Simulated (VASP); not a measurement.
# AlN (P6_3mc) in VASP: settings compared

The runs below take AlN through single point, relaxation of the atoms, with r2SCAN, PBE, LDA.

All numbers are computed with VASP 6.6.1; they aren't measurements. Logs are shortened: lines on timing, memory, paths and dates and some standing lists are left out, and cuts for length are marked.

**1. The cell of the first run**

Symmetry: P6_3mc, No. 186, hexagonal system. The conventional cell has a = 3.130 Å, b = 3.130 Å, c = 4.981 Å, α = 90.00°, β = 90.00°, γ = 120.00°. Al (site symmetry 3m) has 4 N at 1.90 to 1.91 Å within 2.5 Å. N (site symmetry 3m) has 4 Al at 1.90 to 1.91 Å within 2.5 Å.

**2. Single point, r2SCAN**

File POSCAR:

```
AlN
1.0
    3.1296659992      0.0000000000      0.0000000000
   -1.5648329996      2.7103702607      0.0000000000
    0.0000000000      0.0000000000      4.9810000000
Al N
2 2
Direct
    0.3333333333      0.6666666667     -0.0003497994
    0.6666666667      0.3333333333      0.4996502006
    0.3333333333      0.6666666667      0.3823497994
    0.6666666667      0.3333333333      0.8823497994
```

File INCAR.step1:

```
PREC = Accurate
ENCUT = 520
ISMEAR = 0
SIGMA = 0.03
LREAL = False
LASPH = True
NELM = 100
NBANDS = 16
GGA = PE
ALGO = Normal
EDIFF = 1E-4
LWAVE = True
LCHARG = False
```

File INCAR.step2:

```
PREC = Accurate
ENCUT = 520
EDIFF = 1E-7
ISMEAR = 0
SIGMA = 0.03
LREAL = False
LASPH = True
NELM = 100
ALGO = Normal
ISIF = 2
LWAVE = False
LCHARG = True
METAGGA = R2SCAN
LMIXTAU = True
LELF = True
LVHAR = True
NBANDS = 16
ISTART = 1
```

File KPOINTS:

```
regular mesh
0
Gamma
  8 8 5
```

Potentials or basis: VASP PAW PBE potentials, release 64 (Al, N).

On the command line:

```sh
cat potpaw_PBE.64/Al/POTCAR potpaw_PBE.64/N/POTCAR > POTCAR
cp INCAR.step1 INCAR
mpirun -np 1 vasp_std > vasp.out
cp INCAR.step2 INCAR
mpirun -np 1 vasp_std > vasp.out
```

OUTCAR:

```text
PREC = Accurate
   ENCUT = 520
   EDIFF = 1E-7
   ISMEAR = 0
   LREAL = False
   LASPH = True
   NELM = 100
   ISIF = 2
   METAGGA = R2SCAN
   ISTART = 1

 ion  position               nearest neighbor table
   1  0.333  0.667  1.000-   4 1.90   4 1.90   4 1.90   3 1.91   2 3.08   2 3.08   2 3.08   2 3.08
                             2 3.08   2 3.08
   2  0.667  0.333  0.500-   3 1.90   3 1.90   3 1.90   4 1.91   1 3.08   1 3.08   1 3.08   1 3.08
                             1 3.08   1 3.08
   3  0.333  0.667  0.382-   2 1.90   2 1.90   2 1.90   1 1.91
   4  0.667  0.333  0.882-   1 1.90   1 1.90   1 1.90   2 1.91

  LATTYP: Found a hexagonal cell.
 ALAT       =     3.1296659992
 C/A-ratio  =     1.5915436348

  Lattice vectors:

 A1 = (   3.1296659992,   0.0000000000,   0.0000000000)
 A2 = (  -1.5648329996,   2.7103702607,   0.0000000000)
 A3 = (   0.0000000000,   0.0000000000,   4.9810000000)

Analysis of symmetry for initial positions (statically):
=====================================================================
 Subroutine PRICEL returns:
 Original cell was already a primitive cell.

 Routine SETGRP: Setting up the symmetry group for a
 hexagonal supercell.

 Subroutine GETGRP returns: Found 12 space group operations
 (whereof  6 operations were pure point group operations)
 out of a pool of 24 trial point group operations.

The static configuration has the point symmetry C_3v.
 The point group associated with its full space group is C_6v.

Analysis of symmetry for dynamics (positions and initial velocities):
=====================================================================
 Subroutine PRICEL returns:
 Original cell was already a primitive cell.

 Routine SETGRP: Setting up the symmetry group for a
 hexagonal supercell.

 Subroutine GETGRP returns: Found 12 space group operations
 (whereof  6 operations were pure point group operations)
 out of a pool of 24 trial point group operations.

The dynamic configuration has the point symmetry C_3v.
 The point group associated with its full space group is C_6v.

 Subroutine INISYM returns: Found 12 space group operations
 (whereof  6 operations are pure point group operations),
 and found     1 'primitive' translations

----------------------------------------------------------------------------------------
[... 97 lines left out ...]
   EDIFF  = 0.1E-06   stopping-criterion for ELM
   LREAL  =      F    real-space projection
   EDIFFG = 0.1E-05   stopping-criterion for IOM
   NSW    =      0    number of steps for IOM
   IBRION =     -1    ionic relax: 0-MD 1-quasi-New 2-CG
   NFREE  =      0    steps in history (QN), initial steepest desc. (CG)
   ISIF   =      2    stress and relaxation
   ISYM   =      2    0-nonsym 1-usesym 2-fastsym
   POTIM  = 0.5000    time-step for ionic-motion
   TEBEG  =    0.0;   TEEND  =   0.0 temperature during run
   PSTRESS=    0.0 pullay stress
   NELECT =      16.0000    total number of electrons
   NUPDOWN=      -1.0000    fix difference up-down
   EMIN   =  10.00;   EMAX   =-10.00  energy-range for DOS
   EFERMI =   0.00;   METHOD = LEGACY
   ISMEAR =     0;   SIGMA  =   0.03  broadening in eV -4-tet -1-fermi 0-gaus
   EFERMI_NEDOS =   21; number of points for ismear=-14 and -15
   IALGO  =     38    algorithm
   IMIX   =      4    mixing-type and parameters
     AMIX     =   0.40;   BMIX     =  1.00
     AMIX_MAG =   1.60;   BMIX_MAG =  1.00
  volume/ion in A,a.u.               =      10.56        71.28
  Fermi-wavevector in a.u.,A,eV,Ry     =   1.184406  2.238202 19.086478  1.402817
  Thomas-Fermi vector in A             =   2.320620
   LORBIT       =      0    0 simple, 1 ext, 2 COOP (PROOUT), +10 PAW based schemes
   METAGGA = R2SCAN    functional components
   LHFCALC =     F    Hartree Fock is set to
   AEXX    =    0.0000 exact exchange contribution
   IVDW    =     0    specifies the selected vdW correction
   LEPSILON=     F    determine dielectric tensor
   LRPA    =     F    only Hartree local field effects (RPA)
 non-spin polarized calculation
 Gauss-broadening in eV      SIGMA  =   0.03
  energy-cutoff  :      520.00
  volume of cell :       42.25
 maximum number of plane-waves:      1158
 NGX is ok and might be reduce to    24
   NGX = 11   NGY = 11   NGZ = 19

 number of electron      15.9999998 magnetization

 Free energy of the ion-electron system (eV)
  ---------------------------------------------------
  ext. energy  EPLUGINS =         0.00000000
  ---------------------------------------------------
  free energy    TOTEN  =       -38.44758402 eV

  energy without entropy =      -38.44758402  energy(sigma->0) =      -38.44758402

 E-fermi :   5.9325     XC(G=0): -11.3478

 val. band max:        5.8147078098   @ k =   0.0000   0.0000   0.0000
 cond. band min:      10.5596014788   @ k =   0.0000   0.0000   0.0000
 fundamental gap:      4.7448936689
 Fermi energy:         5.9324965339

 k-point     1 :       0.0000    0.0000    0.0000
  band No.  band energies     occupation
      1     -10.1153      2.00000
      2      -8.0114      2.00000
      3      -0.2018      2.00000
      4       4.8621      2.00000
      5       4.8621      2.00000
      6       5.5393      2.00000
[... 433 lines left out ...]
      3       0.5095      2.00000
      4       0.9076      2.00000
      5       3.7665      2.00000
      6       4.1854      2.00000
[... 8 lines left out ...]
     15      19.2001      0.00000
     16      20.4749      0.00000

 [... further k-points ...]

------------------------ aborting loop because EDIFF is reached ----------------------------------------

  FORCE on cell =-STRESS in cart. coord.  units (eV):
  Direction    XX          YY          ZZ          XY          YZ          ZX
  --------------------------------------------------------------------------------------
  -------------------------------------------------------------------------------------
  Total       -1.1515234     -1.1515234     -0.5388548      0.0000000     -0.0000000     -0.0000000
  in kB      -43.6656781    -43.6656781    -20.4333334      0.0000000     -0.0000000     -0.0000000
  external PRESSURE =     -35.9215632 kB  Pullay stress =       0.0000000 kB

 VOLUME and BASIS-vectors are now :
 -----------------------------------------------------------------------------
  energy-cutoff  :      520.00
  volume of cell :       42.25
      direct lattice vectors                 reciprocal lattice vectors
     3.129665999  0.000000000  0.000000000     0.319522914  0.184476640  0.000000000
    -1.564833000  2.710370261  0.000000000     0.000000000  0.368953281  0.000000000
     0.000000000  0.000000000  4.981000000     0.000000000  0.000000000  0.200762899

 POSITION                                       TOTAL-FORCE (eV/Angst)
 -----------------------------------------------------------------------------------
     -0.00000      1.80691      4.97926        -0.000000      0.000000     -0.002320
      1.56483      0.90346      2.48876         0.000000     -0.000000     -0.002320
     -0.00000      1.80691      1.90448         0.000000     -0.000000      0.002320
      1.56483      0.90346      4.39498         0.000000     -0.000000      0.002320
 -----------------------------------------------------------------------------------
    total drift:                               -0.000000      0.000000     -0.019977

  FREE ENERGIE OF THE ION-ELECTRON SYSTEM (eV)
  ---------------------------------------------------
  free  energy   TOTEN  =       -38.4475840166 eV

  energy  without entropy=      -38.4475840166  energy(sigma->0) =      -38.44758402
```

OSZICAR.step1:

```text
N       E                     dE             d eps       ncg     rms          rms(c)
DAV:   1     0.415250553260E+02    0.41525E+02   -0.72683E+03   960   0.889E+02
DAV:   2    -0.310179129860E+02   -0.72543E+02   -0.66110E+02  1352   0.189E+02
DAV:   3    -0.344603786838E+02   -0.34425E+01   -0.34335E+01  1208   0.424E+01
DAV:   4    -0.344812985879E+02   -0.20920E-01   -0.20918E-01  1200   0.375E+00
DAV:   5    -0.344815798159E+02   -0.28123E-03   -0.28123E-03  1224   0.434E-01    0.121E+01
DAV:   6    -0.297642953665E+02    0.47173E+01   -0.10653E+01  1144   0.236E+01    0.413E+00
DAV:   7    -0.297897916852E+02   -0.25496E-01   -0.66529E-01  1032   0.574E+00    0.293E+00
DAV:   8    -0.297827086503E+02    0.70830E-02   -0.61392E-02  1072   0.229E+00    0.618E-01
DAV:   9    -0.297775205639E+02    0.51881E-02   -0.12283E-02  1296   0.821E-01    0.250E-01
DAV:  10    -0.297781588499E+02   -0.63829E-03   -0.23859E-03  1048   0.305E-01    0.135E-01
DAV:  11    -0.297780727783E+02    0.86072E-04   -0.18366E-04   864   0.104E-01
   1 F= -.29778073E+02 E0= -.29778073E+02  d E =-.599006E-17
```

It took 86 s on 1 thread of Intel Xeon 8259CL, shared host; peak memory 0.17 GiB.

What came out:

| Property | Result |
| --- | --- |
| Free energy | -38.4476 eV |
| Pressure | -3.6 GPa |
| Band gap on the k mesh | 4.74 eV |

Forces in eV/Å, atoms in the order of the input:
```
Al   0.000  0.000 -0.002
Al   0.000  0.000 -0.002
N    0.000  0.000  0.002
N    0.000  0.000  0.002
```

Caveat: the cell stands under tension; the PAW data sets were made with another functional, which shifts forces and pressure a little.

**3. Relaxation of the atoms, PBE**

File INCAR:

```
SYSTEM = AlN
ALGO = Normal ; EDIFF = 1E-6
EDIFFG = -0.003 ; ENCUT = 520
GGA = PE ; IBRION = 2
ISIF = 2 ; ISMEAR = 0
LASPH = .TRUE. ; LCHARG = .FALSE.
LREAL = .FALSE. ; LWAVE = .FALSE.
NELM = 80 ; NSW = 80
PREC = Accurate ; SIGMA = 0.05
```

File KPOINTS:

```
k-points
0
G
  8 8 5
  0 0 0
```

File POSCAR:

```
AlN
1.0
    3.1296660000      0.0000000000      0.0000000000
   -1.5648330000      2.7103702600      0.0000000000
    0.0000000000      0.0000000000      4.9810000000
Al N
2 2
Direct
    0.3333333333      0.6666666667      0.0000000000
    0.6666666667      0.3333333333      0.5000000000
    0.3333333333      0.6666666667      0.3820000000
    0.6666666667      0.3333333333      0.8820000000
```

Potentials or basis: VASP PAW PBE potentials, release 64 (Al, N).

On the command line:

```sh
cat potpaw_PBE.64/Al/POTCAR potpaw_PBE.64/N/POTCAR > POTCAR
mpirun -np 1 vasp_std > vasp.out
```

Run time: 31 s. Hardware: 1 thread of Intel Xeon 8259CL, shared host; peak memory 0.16 GiB.

It converged, with:

```
Free energy               : -29.7781 eV
Energy gained by relaxing : 0.1 meV/atom
Ionic steps               : 3
Pressure after relaxing   : 1.2 GPa
Band gap on the k mesh    : 4.07 eV
```

Stress tensor (GPa, compression positive):
```
0.55 0.00 0.00
0.00 0.55 0.00
0.00 0.00 2.41
```

The path:
```tsv
step	energy change (eV)	largest force (eV/Å)	pressure (GPa)
1	0.0000	0.0571	1.21
2	-0.0003	0.0112	1.17
3	-0.0003	0.0007	1.17
```

Final structure:
```
Al N
1.0
     3.12967    0.00000    0.00000
    -1.56483    2.71037    0.00000
     0.00000    0.00000    4.98100
Al N
2 2
Cartesian
  0.0000 1.8069 4.9787
  1.5648 0.9035 2.4882
  0.0000 1.8069 1.9051
  1.5648 0.9035 4.3956
```

Levels at points of the mesh, in eV from the valence-band top:
| k point | band 6 | band 7 | band 8 | band 9 | band 10 | band 11 |
| --- | --- | --- | --- | --- | --- | --- |
| (0.00, 0.00, 0.00) | -0.27 | -0.27 | 0.00 | 4.07 | 6.47 | 10.53 |
| (0.50, 0.00, 0.00) | -2.14 | -1.79 | -0.73 | 5.71 | 5.79 | 8.04 |

(Part 1 of 2 ends here.)
